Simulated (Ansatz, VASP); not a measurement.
Two plane-wave programs on Hf

```
Hf
1.0
    -1.72970    1.72970    1.72970
     1.72970   -1.72970    1.72970
     1.72970    1.72970   -1.72970
Hf
1
Direct
  0.00000 0.00000 0.00000
```

Change from the starting cell: volume scaled by 0.88.

Alike in both runs: task single point; functional r2SCAN; dispersion D4; k mesh 10 × 10 × 10; occupations methfessel-paxton of order 1, width 0.05 eV; no spin polarisation.

|  | VASP | Ansatz |
| --- | --- | --- |
| version | VASP 6.6.1 | Ansatz 0.2.0 |
| potentials or method | VASP PAW PBE potentials, release 64 (Hf_pv) | JTH PAW LDA |
| plane-wave cutoff (eV) | 520 | 1230 |
| valence electrons in the cell | 10 | 12 |

Ansatz gave:

| Quantity | Value |
| --- | --- |
| gap on the k mesh at the Fermi level (eV) | none |
| pressure (GPa) | 7.8 |

Which values does VASP return?

gap on the k mesh at the Fermi level (eV): none; pressure (GPa): 7.4.

VASP's potentials were made for PBE, not for r2SCAN. A gap of «none» marks a metal or a gap that the smearing closes. VASP's potentials hold 10 valence electrons a cell and Ansatz's 12, so a difference there can come from the potentials and not from the codes.

Neither program's run includes spin-orbit coupling.
